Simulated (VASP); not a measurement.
Set up this calculation in VASP 6.6.1, as the native input.

```yaml
Task: single point
Functional: r2SCAN
Potentials_or_basis: VASP PAW PBE potentials, release 64 (S, Mg)
Cutoff: 520 eV
k_mesh: 9 × 9 × 9
Occupations: fermi-dirac, width 0.05 eV
Spin: no spin polarisation
Dipole_correction: no
Further_INCAR_settings: ALGO = Normal; EDIFF = 1e-06; NBANDS = 11
```

The system is MgS (Niningerite).

```
S Mg
1.0
     0.00000    2.60165    2.60165
     2.60165    0.00000    2.60165
     2.60165    2.60165    0.00000
S Mg
1 1
Direct
  0.50000 0.50000 0.50000
  0.00000 0.00000 0.00000
```

The input as run:

POSCAR

```
MgS
1.0
    0.0000000000      2.6016500000      2.6016500000
    2.6016500000      0.0000000000      2.6016500000
    2.6016500000      2.6016500000      0.0000000000
S Mg
1 1
Direct
    0.5000000000      0.5000000000      0.5000000000
    0.0000000000      0.0000000000      0.0000000000
```

INCAR.step1

```
PREC = Accurate ; ENCUT = 520
ISMEAR = -1 ; SIGMA = 0.05
LREAL = F ; LASPH = T
NELM = 60 ; NBANDS = 11
GGA = PE ; ALGO = Normal
EDIFF = 1E-4 ; LWAVE = T
LCHARG = F
```

INCAR.step2

```
PREC = Accurate ; ENCUT = 520
EDIFF = 1E-6 ; ISMEAR = -1
SIGMA = 0.05 ; LREAL = F
LASPH = T ; NELM = 60
ALGO = Normal ; ISIF = 2
LWAVE = F ; LCHARG = F
METAGGA = R2SCAN ; LMIXTAU = T
NBANDS = 11 ; ISTART = 1
```

KPOINTS

```
regular mesh
0
Gamma
  9 9 9
```

Potentials or basis: VASP PAW PBE potentials, release 64 (S, Mg).

The run is started by

```sh
$ cat potpaw_PBE.64/S/POTCAR potpaw_PBE.64/Mg/POTCAR > POTCAR
$ cp INCAR.step1 INCAR
$ mpirun -np 1 vasp_std > vasp.out
$ cp INCAR.step2 INCAR
$ mpirun -np 1 vasp_std > vasp.out
```

Results of the run:

The pressure is -0.5 GPa and the band gap on the k mesh is 3.56 eV, indirect (least direct gap 4.62 eV).

Caveat: the PAW data sets were made with another functional, which shifts forces and pressure a little.

It took 43 s on 1 thread of Intel(R) Xeon(R) Platinum 8488C (Sapphire Rapids) (shared host), peak memory 0.17 GiB.
